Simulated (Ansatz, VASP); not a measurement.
Ti in VASP and in Ansatz

INCAR

```
PREC     = Accurate       # precision mode
ENCUT    = 520            # plane-wave cutoff, eV
EDIFF    = 1E-7           # SCF threshold, eV
ISMEAR   = -1             # smearing method
SIGMA    = 0.03           # smearing width, eV
LREAL    = F              # projectors in reciprocal space
LASPH    = T              # aspherical terms in the spheres
NELM     = 80             # most SCF steps
ALGO     = Normal         # electronic algorithm
ISIF     = 2              # what is computed and relaxed
LWAVE    = F              # write WAVECAR
LCHARG   = F              # write CHGCAR
NBANDS   = 12             # bands
```

The input KPOINTS:

```
regular mesh
0
Gamma
  14 14 14
```

POSCAR

```
Ti
1.0
    0.0000000000      2.0268066138      2.0268066138
    2.0268066138      0.0000000000      2.0268066138
    2.0268066138      2.0268066138      0.0000000000
Ti
1
Direct
    0.0000000000      0.0000000000      0.0000000000
```

Input for Ansatz:

```yaml
crystal:
  lattice:
    - [0.0, 2.0268066138, 2.0268066138]
    - [2.0268066138, 0.0, 2.0268066138]
    - [2.0268066138, 2.0268066138, 0.0]
  atoms:
    - { symbol: Ti, position: [0.0, 0.0, 0.0] }
kpoints:
  mp_grid: { grid: [14, 14, 14] }
scf:
  occupations: { method: fermi_dirac, width: 0.03 }
hamiltonian:
  xc: lda
  pseudopotentials: { kind: all_electron, lapw: { basis_error: 0.0005 } }
output:
  forces: true
  stress: true
  eigenvalues: true
```

Change from the starting cell: functional lda, volume scaled by 0.96.

Alike in both runs: task single point; functional LDA; k mesh 14 × 14 × 14; occupations fermi-dirac, width 0.03 eV; no spin polarisation.

|  | VASP | Ansatz |
| --- | --- | --- |
| version | VASP 6.6.1 | Ansatz 0.2.0 |
| potentials or method | VASP PAW LDA potentials, release 64 (Ti_sv), cutoff 520 eV | all-electron LAPW, scalar-relativistic |

VASP gave:

* pressure (GPa): -4.6

Task: What did Ansatz give for the same quantities?

Result: Pressure (GPa): -4.4.

LDA's correlation is that of Perdew and Zunger in VASP and of Perdew and Wang (1992) in Ansatz. Ansatz ran all-electron here, and VASP with PAW potentials.
